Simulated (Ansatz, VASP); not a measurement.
## Hg in VASP and in Ansatz

The input INCAR:

```
  ALGO = Normal
  EDIFF = 1E-6
  ENCUT = 500
  GGA = PE
  GGA_COMPAT = False
  ISIF = 2
  ISMEAR = -1
  LASPH = True
  LCHARG = False
  LREAL = False
  LWAVE = False
  NBANDS = 12
  NELM = 120
  PREC = Accurate
  SIGMA = 0.08
```

File KPOINTS:

```
k-points
0
Gamma
  12 12 12
```

File POSCAR:

```
Hg
1.0
    2.3402918708      0.0000000000      0.0000000000
    0.0000000000      2.3402918708      0.0000000000
    0.0000000000      0.0000000000      2.3402918708
Hg
1
Direct
    0.0000000000      0.0000000000      0.0000000000
```

Input for Ansatz:

```yaml
crystal:
  lattice:
    - [2.3402918708, 0.0, 0.0]
    - [0.0, 2.3402918708, 0.0]
    - [0.0, 0.0, 2.3402918708]
  atoms:
    - { symbol: Hg, position: [0.0, 0.0, 0.0] }
kpoints:
  mp_grid: { grid: [12, 12, 12] }
scf:
  occupations: { method: fermi_dirac, width: 0.08 }
hamiltonian:
  xc: pbe
  pseudopotentials: { kind: paw, partial_waves: polarizable }
output:
  forces: true
  stress: true
  eigenvalues: true
```

Change from the starting cell: volume scaled by 0.43, PAW files, partial_waves polarizable.

Alike in both runs: task single point; functional PBE; k mesh 12 × 12 × 12; occupations fermi-dirac, width 0.08 eV; no spin polarisation.

|  | VASP | Ansatz |
| --- | --- | --- |
| version | VASP 6.6.1 | Ansatz 0.2.0 |
| potentials or method | VASP PAW PBE potentials, release 64 (Hg) | PAW with Ansatz's default frozen-core files, scalar-relativistic |
| plane-wave cutoff (eV) | 500 | 420 |
| valence electrons in the cell | 12 | 20 |

|  | VASP | Ansatz | Ansatz less VASP |
| --- | --- | --- | --- |
| pressure (GPa) | 270.4 | 256.2 | -14.19 |

Both programs put the cell under a high pressure, so it lies far from rest at this level. VASP's potentials hold 12 valence electrons a cell and Ansatz's 20, so a difference there can come from the potentials and not from the codes.

Neither program's run includes spin-orbit coupling. Noted on VASP's run: the cell as given lies far from equilibrium.
